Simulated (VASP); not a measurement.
# Mg2Ge in VASP: notebook

Runs on Mg2Ge. Level: PBE. Tasks: single point.

All numbers are computed with VASP 6.6.1; they aren't measurements. Logs are shortened: lines on timing, memory, paths and dates and some standing lists are left out, and cuts for length are marked.

### 1 The cell of the first run

The cell holds a slab with vacuum, 9 atoms: a = 4.510 Å, b = 4.510 Å, c = 30.126 Å, α = 90.00°, β = 90.00°, γ = 120.00°.

### 2 Single point, PBE

INCAR

```
SYSTEM = Mg2Ge
PREC = Accurate ; ENCUT = 520
EDIFF = 1E-6 ; ISMEAR = 0
SIGMA = 0.1 ; LREAL = .False.
LASPH = .True. ; NELM = 120
ALGO = Normal ; ISIF = 2
LWAVE = .False. ; LCHARG = .False.
LDIPOL = .True. ; IDIPOL = 3
DIPOL = 0.5 0.5 0.507 ; GGA = PE
NBANDS = 37 ; GGA_COMPAT = .False.
NELMDL = -8
```

KPOINTS

```
Automatic mesh
0
Gamma
  9 9 1
  0 0 0
```

POSCAR

```
Mg2Ge
1.0
    4.5099270474      0.0000000029      0.0000000000
   -2.2549635262      3.9057113908      0.0000000000
    0.0000000000      0.0000000000     30.1264352274
Mg Ge
6 3
Direct
    0.6666666667      0.3333333333      0.3319343933
    0.0000000000      0.0000000000      0.3930491653
    0.3333333333      0.6666666667      0.4541639280
    0.6666666667      0.3333333333      0.5176975108
    0.0000000000      0.0000000000      0.5810081255
    0.3333333333      0.6666666667      0.6435189487
    0.6666666667      0.3333333333      0.4236065467
    0.3333333333      0.6666666667      0.5469454389
    0.0000000000      0.0000000000      0.6739913544
```

Potentials or basis: VASP PAW PBE potentials, release 64 (Mg, Ge_d).

On the command line:

```console
cat potpaw_PBE.64/Mg/POTCAR potpaw_PBE.64/Ge_d/POTCAR > POTCAR
mpirun -np 1 vasp_std > vasp.out
```

OUTCAR:

```text
SYSTEM = Mg2Ge
   PREC = Accurate
   ENCUT = 520
   EDIFF = 1E-6
   ISMEAR = 0
   LREAL = .False.
   LASPH = .True.
   NELM = 120
   ISIF = 2
   GGA = PE
   NELMDL = -8

 ion  position               nearest neighbor table
   1  0.667  0.333  0.332-   7 2.76   2 3.19   2 3.19   2 3.19
   2  0.000  0.000  0.393-   7 2.76   7 2.76   7 2.76   3 3.19   3 3.19   3 3.19   1 3.19   1 3.19
                             1 3.19
   3  0.333  0.667  0.454-   7 2.76   7 2.76   7 2.76   8 2.80   2 3.19   2 3.19   2 3.19   4 3.23
                             4 3.23   4 3.23
   4  0.667  0.333  0.518-   8 2.75   8 2.75   8 2.75   7 2.83   5 3.23   5 3.23   5 3.23   3 3.23
                             3 3.23   3 3.23
   5  0.000  0.000  0.581-   8 2.80   8 2.80   8 2.80   9 2.80   6 3.21   6 3.21   6 3.21   4 3.23
                             4 3.23   4 3.23
   6  0.333  0.667  0.644-   9 2.76   9 2.76   9 2.76   8 2.91   5 3.21   5 3.21   5 3.21
   7  0.667  0.333  0.424-   3 2.76   3 2.76   3 2.76   2 2.76   2 2.76   2 2.76   1 2.76   4 2.83

   8  0.333  0.667  0.547-   4 2.75   4 2.75   4 2.75   3 2.80   5 2.80   5 2.80   5 2.80   6 2.91

   9  0.000  0.000  0.674-   6 2.76   6 2.76   6 2.76   5 2.80

  LATTYP: Found a hexagonal cell.
 ALAT       =     4.5099270474
 C/A-ratio  =     6.6800271736

  Lattice vectors:

 A1 = (   4.5099270474,   0.0000000029,   0.0000000000)
 A2 = (  -2.2549635262,   3.9057113908,   0.0000000000)
 A3 = (   0.0000000000,   0.0000000000,  30.1264352274)

Analysis of symmetry for initial positions (statically):
=====================================================================
 Subroutine PRICEL returns:
 Original cell was already a primitive cell.

 Routine SETGRP: Setting up the symmetry group for a
 hexagonal supercell.

 Subroutine GETGRP returns: Found  6 space group operations
 (whereof  6 operations were pure point group operations)
 out of a pool of 24 trial point group operations.

The static configuration has the point symmetry C_3v.

Analysis of symmetry for dynamics (positions and initial velocities):
=====================================================================
 Subroutine PRICEL returns:
 Original cell was already a primitive cell.

 Routine SETGRP: Setting up the symmetry group for a
 hexagonal supercell.

 Subroutine GETGRP returns: Found  6 space group operations
 (whereof  6 operations were pure point group operations)
 out of a pool of 24 trial point group operations.

The dynamic configuration has the point symmetry C_3v.

 Subroutine INISYM returns: Found  6 space group operations
 (whereof  6 operations are pure point group operations),
 and found     1 'primitive' translations

----------------------------------------------------------------------------------------

                                     Primitive cell

  volume of cell :     530.6613

  direct lattice vectors                    reciprocal lattice vectors
     4.509927047  0.000000003  0.000000000     0.221733077  0.128017652  0.000000000
    -2.254963526  3.905711391  0.000000000    -0.000000000  0.256035303  0.000000000
     0.000000000  0.000000000 30.126435227     0.000000000  0.000000000  0.033193439

  length of vectors
     4.509927047  4.509927047 30.126435227     0.256035303  0.256035303  0.033193439

  position of ions in fractional coordinates (direct lattice)
     0.666666667  0.333333333  0.331934393
     0.000000000  0.000000000  0.393049165
     0.333333333  0.666666667  0.454163928
     0.666666667  0.333333333  0.517697511
     0.000000000  0.000000000  0.581008125
     0.333333333  0.666666667  0.643518949
     0.666666667  0.333333333  0.423606547
     0.333333333  0.666666667  0.546945439
     0.000000000  0.000000000  0.673991354

  ion indices of the primitive-cell ions
   primitive index   ion index
                 1           1
                 2           2
                 3           3
                 4           4
                 5           5
                 6           6
                 7           7
                 8           8
                 9           9

----------------------------------------------------------------------------------------

 KPOINTS: Automatic mesh

Automatic generation of k-mesh.
 Grid dimensions read from file:
 generate k-points for:    9    9    1

 Generating k-lattice:

  Cartesian coordinates                     Fractional coordinates (reciprocal lattice)
     0.024637009  0.014224184  0.000000000     0.111111111  0.000000000  0.000000000
    -0.000000000  0.028448367  0.000000000     0.000000000  0.111111111  0.000000000
     0.000000000  0.000000000  0.033193439     0.000000000  0.000000000  1.000000000

  Length of vectors
     0.028448367  0.028448367  0.033193439

  Shift w.r.t. Gamma in fractional coordinates (k-lattice)
     0.000000000  0.000000000  0.000000000

 Subroutine IBZKPT returns following result:
 ===========================================

 Found     12 irreducible k-points:

 Following reciprocal coordinates:
            Coordinates               Weight
  0.000000  0.000000  0.000000      1.000000
  0.111111 -0.000000  0.000000      6.000000
  0.222222 -0.000000  0.000000      6.000000
  0.333333 -0.000000  0.000000      6.000000
  0.444444 -0.000000  0.000000      6.000000
  0.111111  0.111111  0.000000      6.000000
  0.222222  0.111111  0.000000     12.000000
  0.333333  0.111111  0.000000     12.000000
  0.444444  0.111111  0.000000      6.000000
  0.222222  0.222222  0.000000      6.000000
  0.333333  0.222222  0.000000     12.000000
  0.333333  0.333333  0.000000      2.000000
   k-points           NKPTS =     12   k-points in BZ     NKDIM =     12   number of bands    NBANDS=     37
   number of dos      NEDOS =    301   number of ions     NIONS =      9
   total plane-waves  NPLWV = 290304
   dimension x,y,z NGX =    36 NGY =   36 NGZ =  224
   dimension x,y,z NGXF=    72 NGYF=   72 NGZF=  448
   ions per type =               6   3
   NGX,Y,Z   is equivalent  to a cutoff of  13.27, 13.27, 12.36 a.u.
   NGXF,Y,Z  is equivalent  to a cutoff of  26.54, 26.54, 24.72 a.u.
 SYSTEM =  Mg2Ge
   PREC   = accura    normal or accurate (medium, high low for compatibility)
   ISTART =      0    job   : 0-new  1-cont  2-samecut
   ICHARG =      2    charge: 1-file 2-atom 10-const
   ISPIN  =      1    spin polarized calculation?
   LNONCOLLINEAR =      F non collinear calculations
   LSORBIT =      F    spin-orbit coupling
   LASPH  =      T    aspherical Exc in radial PAW
   ENCUT  =  520.0 eV  38.22 Ry    6.18 a.u.   8.39  8.39 56.02*2*pi/ulx,y,z
   NELM   =    120;   NELMIN=  2; NELMDL= -8     # of ELM steps
   EDIFF  = 0.1E-05   stopping-criterion for ELM
   LREAL  =      F    real-space projection
   EDIFFG = 0.1E-04   stopping-criterion for IOM
   NSW    =      0    number of steps for IOM
   IBRION =     -1    ionic relax: 0-MD 1-quasi-New 2-CG
   NFREE  =      0    steps in history (QN), initial steepest desc. (CG)
   ISIF   =      2    stress and relaxation
   ISYM   =      2    0-nonsym 1-usesym 2-fastsym
   POTIM  = 0.5000    time-step for ionic-motion
   TEBEG  =    0.0;   TEEND  =   0.0 temperature during run
   PSTRESS=    0.0 pullay stress
   NELECT =      54.0000    total number of electrons
   NUPDOWN=      -1.0000    fix difference up-down
   EMIN   =  10.00;   EMAX   =-10.00  energy-range for DOS
   EFERMI =   0.00;   METHOD = LEGACY
   ISMEAR =     0;   SIGMA  =   0.10  broadening in eV -4-tet -1-fermi 0-gaus
   EFERMI_NEDOS =   21; number of points for ismear=-14 and -15
   IALGO  =     38    algorithm
   IMIX   =      4    mixing-type and parameters
     AMIX     =   0.40;   BMIX     =  1.00
     AMIX_MAG =   1.60;   BMIX_MAG =  1.00
  volume/ion in A,a.u.               =      58.96       397.90
  Fermi-wavevector in a.u.,A,eV,Ry     =   0.764305  1.444328  7.948017  0.584163
  Thomas-Fermi vector in A             =   1.864178
   LORBIT       =      0    0 simple, 1 ext, 2 COOP (PROOUT), +10 PAW based schemes
   GGA     = PE    functional components
   LHFCALC =     F    Hartree Fock is set to
   AEXX    =    0.0000 exact exchange contribution
   IVDW    =     0    specifies the selected vdW correction
   LEPSILON=     F    determine dielectric tensor
   LRPA    =     F    only Hartree local field effects (RPA)
 non-spin polarized calculation
 Gauss-broadening in eV      SIGMA  =   0.10
  energy-cutoff  :      520.00
  volume of cell :      530.66
 maximum number of plane-waves:     14375
 NGX is ok and might be reduce to    36
   NGX = 17   NGY = 17   NGZ =113

 dipolmoment           0.000000      0.000000     -0.000023 electrons x Angstroem

 number of electron      54.0000010 magnetization

 dipolmoment           0.000000      0.000000      0.145494 electrons x Angstroem

 Free energy of the ion-electron system (eV)
  ---------------------------------------------------
  ext. energy  EPLUGINS =         0.00000000
  ---------------------------------------------------
  free energy    TOTEN  =       -21.54345959 eV

  energy without entropy =      -21.50582108  energy(sigma->0) =      -21.52464034

 E-fermi :  -1.5248     XC(G=0):  -4.1002

 val. band max:       -1.5358856240   @ k =   0.0000   0.0000   0.0000
 cond. band min:      -1.5074432430   @ k =   0.3333   0.1111   0.0000
 fundamental gap:      0.0284423810
 Fermi energy:        -1.5248279653

 k-point     1 :       0.0000    0.0000    0.0000
  band No.  band energies     occupation
      1     -25.3966      2.00000
      2     -25.3804      2.00000
      3     -25.3804      2.00000
      4     -25.3655      2.00000
      5     -25.3655      2.00000
      6     -25.3578      2.00000
[... 29 lines left out ...]
     36       1.8764      0.00000
     37       2.2861      0.00000
[... 438 lines left out ...]
     36       3.0716      0.00000
     37       3.1800      0.00000

------------------------ aborting loop because EDIFF is reached ----------------------------------------

 vacuum level on the upper side and lower side of the slab       (xc-potential included)         0.575        -0.888

  FORCE on cell =-STRESS in cart. coord.  units (eV):
  Direction    XX          YY          ZZ          XY          YZ          ZX
  --------------------------------------------------------------------------------------
  -------------------------------------------------------------------------------------
  Total       -1.5432722     -1.5432722      0.2011198     -0.0000000      0.0000000      0.0000000
  in kB       -4.6594613     -4.6594613      0.6072226     -0.0000000      0.0000000      0.0000000
  external PRESSURE =      -2.9039000 kB  Pullay stress =       0.0000000 kB

 VOLUME and BASIS-vectors are now :
 -----------------------------------------------------------------------------
  energy-cutoff  :      520.00
  volume of cell :      530.66
      direct lattice vectors                 reciprocal lattice vectors
     4.509927047  0.000000003  0.000000000     0.221733077  0.128017652  0.000000000
    -2.254963526  3.905711391  0.000000000    -0.000000000  0.256035303  0.000000000
     0.000000000  0.000000000 30.126435227     0.000000000  0.000000000  0.033193439

 POSITION                                       TOTAL-FORCE (eV/Angst)
 -----------------------------------------------------------------------------------
      2.25496      1.30190     10.00000        -0.000000      0.000000     -0.014166
      0.00000      0.00000     11.84117         0.000000     -0.000000     -0.203422
     -0.00000      2.60381     13.68234        -0.000000      0.000000      0.177279
      2.25496      1.30190     15.59638         0.000000      0.000000      0.007307
      0.00000      0.00000     17.50370         0.000000      0.000000      0.008872
     -0.00000      2.60381     19.38693        -0.000000     -0.000000      0.006179
      2.25496      1.30190     12.76176         0.000000     -0.000000      0.059243
     -0.00000      2.60381     16.47752        -0.000000     -0.000000     -0.010509
      0.00000      0.00000     20.30496        -0.000000     -0.000000     -0.030784
 -----------------------------------------------------------------------------------
    total drift:                               -0.000000     -0.000000     -0.002290

  FREE ENERGIE OF THE ION-ELECTRON SYSTEM (eV)
  ---------------------------------------------------
  free  energy   TOTEN  =       -21.5434595905 eV

  energy  without entropy=      -21.5058210800  energy(sigma->0) =      -21.52464034

 vacuum level on the upper side and lower side of the slab         3.540         2.053
```

Run time: 9.8 min. Hardware: 1 thread of AMD EPYC 9755, shared host; peak memory 0.68 GiB.

Results:

| Item | Value |
| --- | --- |
| Free energy | -21.5435 eV |
| Largest force | 0.203 eV/Å |
| Band gap on the k mesh | zero (bands 27 and 28 overlap by 1.10 eV) |

Forces in eV/Å, atoms in the order of the input:
```
Mg   0.000  0.000 -0.014
Mg   0.000  0.000 -0.203
Mg   0.000  0.000  0.177
Mg   0.000  0.000  0.007
Mg   0.000  0.000  0.009
Mg   0.000  0.000  0.006
Ge   0.000  0.000  0.059
Ge   0.000  0.000 -0.011
Ge   0.000  0.000 -0.031
```

Levels at points of the mesh, in eV from the Fermi level:
```csv
k point,band 25,band 26,band 27,band 28,band 29,band 30
"(0.00, 0.00, 0.00)",-0.07,-0.01,0.99,0.99,1.22,1.58
```

### 3 Single point, PBE

INCAR

```
PREC = Accurate
ENCUT = 520
EDIFF = 1E-6
ISMEAR = 0
SIGMA = 0.1
LREAL = False
LASPH = True
NELM = 120
ALGO = Normal
ISIF = 2
LWAVE = False
LCHARG = False
LDIPOL = True
IDIPOL = 3
DIPOL = 0.5 0.5 0.507
GGA = PE
NBANDS = 37
GGA_COMPAT = False
NELMDL = -8
```

KPOINTS

```
regular mesh
0
Gamma
  15 15 1
```

POSCAR

```
Mg2Ge
1.0
    4.5099270500      0.0000000000      0.0000000000
   -2.2549635300      3.9057113900      0.0000000000
    0.0000000000      0.0000000000     30.1264352274
Mg Ge
6 3
Direct
    0.6666666668      0.3333333339      0.3319343933
    0.0000000000      0.0000000000      0.3930491653
    0.3333333339      0.6666666671      0.4541639280
    0.6666666668      0.3333333339      0.5176975108
    0.0000000000      0.0000000000      0.5810081255
    0.3333333339      0.6666666671      0.6435189487
    0.6666666668      0.3333333339      0.4236065467
    0.3333333339      0.6666666671      0.5469454389
    0.0000000000      0.0000000000      0.6739913544
```

Potentials or basis: VASP PAW PBE potentials, release 64 (Mg, Ge_d).

On the command line:

```console
cat potpaw_PBE.64/Mg/POTCAR potpaw_PBE.64/Ge_d/POTCAR > POTCAR
mpirun -np 1 vasp_std > vasp.out
```

It took 23 min on 1 thread of AMD EPYC 9755, shared host; peak memory 0.84 GiB.

Results (log left out):

| Property | Result |
| --- | --- |
| Free energy | -21.5482 eV |
| Largest force | 0.208 eV/Å |
| Band gap on the k mesh | zero (bands 27 and 28 overlap by 1.15 eV) |

Forces on the atoms (eV/Å):
```
Mg   0.000  0.000 -0.015
Mg   0.000  0.000 -0.208
Mg   0.000  0.000  0.174
Mg   0.000  0.000  0.002
Mg   0.000  0.000  0.016
Mg   0.000  0.000 -0.023
Ge   0.000  0.000  0.063
Ge   0.000  0.000 -0.007
Ge   0.000  0.000 -0.003
```

Levels at points of the mesh, in eV from the Fermi level:
```
           k point  band 24  band 25  band 26  band 27  band 28  band 29  band 30  band 31
(0.00, 0.00, 0.00)    -0.08    -0.08    -0.02     0.96     0.96     1.22     1.57     2.26
```

The gap in the log of VASP goes by the Fermi energy; the results here count the filled bands.